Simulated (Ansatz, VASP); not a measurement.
# AlCr2C: VASP beside Ansatz

```xyz
8
Lattice="2.8413 0.0000 0.0000 -1.4207 2.4607 0.0000 0.0000 0.0000 12.6988" Properties=species:S:1:pos:R:3 pbc="T T T"
Al    1.4207    0.8202    3.1747
Al    0.0000    1.6404    9.5241
Cr    0.0000    1.6404    5.2798
Cr    1.4207    0.8202   11.6292
Cr    1.4207    0.8202    7.4189
Cr    0.0000    1.6404    1.0695
C     0.0000    0.0000    6.3494
C     0.0000    0.0000    0.0000
```

Alike in both runs: functional PBE; k mesh 15 × 15 × 4; occupations gaussian, width 0.1 eV; no spin polarisation.

Ansatz relaxed the structure, and its values are those at the end. VASP's run is a single point on that final structure, the one shown.

```csv
,VASP,Ansatz
version,VASP 6.6.1,Ansatz 0.2.0
potentials or method,"VASP PAW PBE potentials, release 64 (Al, Cr_pv, C), cutoff 520 eV","scalar-relativistic, plane waves, PAW"
valence electrons in the cell,62,70
```

|  | VASP | Ansatz | Ansatz less VASP |
| --- | --- | --- | --- |
| gap on the k mesh at the Fermi level (eV) | none | none | - |
| pressure (GPa) | 0.1 | 0.0 | -0.10 |
| rms of the force components (eV/Å) | 0.017 | 0.000 | -0.0173 |

A gap of «none» marks a metal or a gap that the smearing closes. The functional is the same, so the differences come from potentials, cutoffs and numerics. VASP's potentials hold 62 valence electrons a cell and Ansatz's 70, so a difference there can come from the potentials and not from the codes.
